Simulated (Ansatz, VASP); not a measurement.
## One calculation of Sn, two programs

File INCAR:

```
PREC = Accurate
ENCUT = 600
EDIFF = 1E-6
ISMEAR = -1
SIGMA = 0.05
LREAL = False
LASPH = True
NELM = 100
ALGO = Normal
ISIF = 3
LWAVE = False
LCHARG = False
GGA = RE
IBRION = 2
NSW = 80
EDIFFG = -0.005
```

File KPOINTS:

```
regular mesh
0
Gamma
  9 9 9
```

POSCAR

```
Sn
1.0
   -2.9401404553      2.9401404553      1.5993019889
    2.9401404553     -2.9401404553      1.5993019889
    2.9401404553      2.9401404553     -1.5993019889
Sn
2
Direct
    0.0000000000      0.0000000000      0.0000000000
    0.7500000000      0.2500000000      0.5000000000
```

Contents of input.yaml:

```yaml
crystal:
  lattice:
    - [-2.9401404553, 2.9401404553, 1.5993019889]
    - [2.9401404553, -2.9401404553, 1.5993019889]
    - [2.9401404553, 2.9401404553, -1.5993019889]
  atoms:
    - { symbol: Sn, position: [0.0, 0.0, 0.0] }
    - { symbol: Sn, position: [0.75, 0.25, 0.5] }
kpoints:
  mp_grid: { grid: [9, 9, 9] }
scf:
  occupations: { method: fermi_dirac, width: 0.05 }
hamiltonian:
  xc: revpbe
  pseudopotentials: { kind: all_electron, lapw: { basis_error: 0.001 } }
output:
  forces: true
  stress: true
relax:
  f_tol: 0.005
  max_steps: 60
  cell: {}
```

Alike in both runs: task relaxation of cell and atoms; functional revPBE; k mesh 9 × 9 × 9; occupations fermi-dirac, width 0.05 eV; no spin polarisation.

```csv
,VASP,Ansatz
version,VASP 6.6.1,Ansatz 0.2.0
potentials or method,"VASP PAW PBE potentials, release 64 (Sn_d), cutoff 600 eV","all-electron LAPW, scalar-relativistic"
```

```csv
,VASP,Ansatz,Ansatz less VASP
relaxed volume (Å³/atom),29.03,29.04,+0.005
relaxed length of the cell vector where the two differ most in proportion (Å),4.531,4.532,+0.0005
```

VASP's potentials were made for PBE, not for revPBE. Ansatz ran all-electron here, and VASP with PAW potentials.
